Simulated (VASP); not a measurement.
A run of VASP 6.6.1 is set up as follows.

File INCAR:

```
SYSTEM = BaF2
ALGO = Normal
EDIFF = 1E-6
ENCUT = 600
GGA_COMPAT = .FALSE.
ISIF = 2
ISMEAR = -1
LASPH = .TRUE.
LCHARG = .FALSE.
LREAL = .FALSE.
LWAVE = .FALSE.
NBANDS = 19
NELM = 120
PREC = Accurate
SIGMA = 0.01
```

KPOINTS

```
k-points
0
G
  8 8 8
  0 0 0
```

The input POSCAR:

```
BaF2
1.0
    0.0000000000      3.1608507302      3.1608507302
    3.1608507302      0.0000000000      3.1608507302
    3.1608507302      3.1608507302      0.0000000000
Ba F
1 2
Direct
    0.0000000000      0.0000000000      0.0000000000
    0.2500000000      0.2500000000      0.2500000000
    0.7500000000      0.7500000000      0.7500000000
```

Potentials or basis: VASP PAW LDA potentials, release 64 (Ba_sv, F).

Launch:

```console
$ cat potpaw_LDA.64/Ba_sv/POTCAR potpaw_LDA.64/F/POTCAR > POTCAR
$ mpirun -np 1 vasp_std > vasp.out
```

(1) Estimate the pressure.

(2) Estimate the band gap on the k mesh.

Results:

(1) -6.2 GPa.

(2) 6.15 eV, indirect (least direct gap 6.21 eV).

Caveat: spin-orbit coupling is left out, which moves the levels of the heavy elements.
